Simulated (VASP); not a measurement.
Set up this calculation in VASP 6.6.1, as the native input.

| Property | Result |
| --- | --- |
| Task | single point |
| Functional | PBEsol |
| Potentials or basis | VASP PAW PBE potentials, release 64 (Al, Cu) |
| Cutoff | 520 eV |
| k mesh | 9 × 9 × 12 |
| Occupations | fermi-dirac, width 0.05 eV |
| Spin | no spin polarisation |
| Dipole correction | no |
| Further INCAR settings | ALGO = Normal; EDIFF = 1e-07; NBANDS = 16 |

The structure of Al2Cu lies in POSCAR:

```
Al2Cu
1.0
    4.1003637640      0.0000000000      0.0000000000
    0.0000000000      4.1003637640      0.0000000000
    0.0000000000      0.0000000000      2.8275069973
Al Cu
2 1
Direct
    0.5000000000      0.0000000000      0.5000000000
    0.0000000000      0.5000000000      0.5000000000
    0.0000000000      0.0000000000      0.0000000000
```

The input as run:

INCAR

```
PREC = Accurate ; ENCUT = 520
EDIFF = 1E-7 ; ISMEAR = -1
SIGMA = 0.05 ; LREAL = F
LASPH = T ; NELM = 60
ALGO = Normal ; ISIF = 2
LWAVE = F ; LCHARG = F
GGA = PS ; NBANDS = 16
```

KPOINTS

```
Automatic mesh
0
Gamma
  9 9 12
```

Potentials or basis: VASP PAW PBE potentials, release 64 (Al, Cu).

Command:

```console
$ cat potpaw_PBE.64/Al/POTCAR potpaw_PBE.64/Cu/POTCAR > POTCAR
$ mpirun -np 1 vasp_std > vasp.out
```

Results of the run:

The pressure is 0.2 GPa and the band gap on the k mesh is zero (an odd number of electrons rules out a gap without spin polarisation).

Caveat: the PAW data sets were made with another functional, which shifts forces and pressure a little.

Wall time 46 s on 1 thread of AMD EPYC 9R45 96-Core Processor (Zen 5) (shared host), peak memory 0.18 GiB.
